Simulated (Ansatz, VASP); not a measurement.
# One calculation of BaTiO3, two programs

```
Ba Ti O
1.0
     3.97239    0.00000    0.00000
     0.00000    2.89056    2.91590
     0.00000   -2.89056    2.91590
Ba Ti O
1 1 3
Direct
  0.00000 0.01160 0.01160
  0.50000 0.52781 0.52781
  0.00000 0.48729 0.48729
  0.50000 0.49316 0.97637
  0.50000 0.97637 0.49316
```

Alike in both runs: functional PBE; k mesh 8 × 8 × 8; occupations gaussian, width 0.02 eV; no spin polarisation.

Ansatz relaxed the structure, and its values are those at the end. VASP's run is a single point on that final structure, the one shown.

|  | VASP | Ansatz |
| --- | --- | --- |
| version | VASP 6.6.1 | Ansatz 0.2.0 |
| potentials or method | VASP PAW PBE potentials, release 64 (Ba_sv, Ti_sv, O), cutoff 520 eV | scalar-relativistic, plane waves, PAW |
| valence electrons in the cell | 40 | 40 |

```csv
,VASP,Ansatz,Ansatz less VASP
gap on the k mesh at the Fermi level (eV),2.35,2.39,+0.042
least direct gap on the mesh (eV),2.89,2.90,+0.013
pressure (GPa),1.6,0.0,-1.57
rms of the force components (eV/Å),0.037,0.001,-0.0358
```

Neither program's run includes spin-orbit coupling.
